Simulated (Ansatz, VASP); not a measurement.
**Two plane-wave programs on Re**

```
Re
1.0
     0.00000    1.95772    1.95772
     1.85005    0.00000    1.95772
     1.85005    1.95772    0.00000
Re
1
Direct
  0.00000 0.00000 0.00000
```

Change from the starting cell: normal strain along x -0.0550, normal strain along z +0.0000.

Alike in both runs: task single point; functional PBE; k mesh 10 × 10 × 10; occupations gaussian, width 0.15 eV; no spin polarisation.

|  | VASP | Ansatz |
| --- | --- | --- |
| version | VASP 6.6.1 | Ansatz 0.2.0 |
| potentials or method | VASP PAW PBE potentials, release 64 (Re), cutoff 520 eV | scalar-relativistic, plane waves, PAW |
| valence electrons in the cell | 7 | 15 |

Ansatz gave:

| Property | Result |
| --- | --- |
| gap on the k mesh at the Fermi level (eV) | none |
| pressure (GPa) | 23.3 |
| traceless stress, the component that is largest in VASP (GPa) | 11.36 |

Q: Estimate VASP's values.

A: gap on the k mesh at the Fermi level (eV): none; pressure (GPa): 23.2; traceless stress, the component that is largest in VASP (GPa): 11.30.

A gap of «none» marks a metal or a gap that the smearing closes. The functional is the same, so the differences come from potentials, cutoffs and numerics. VASP's potentials hold 7 valence electrons a cell and Ansatz's 15, so a difference there can come from the potentials and not from the codes.

Spin-orbit coupling is off throughout.
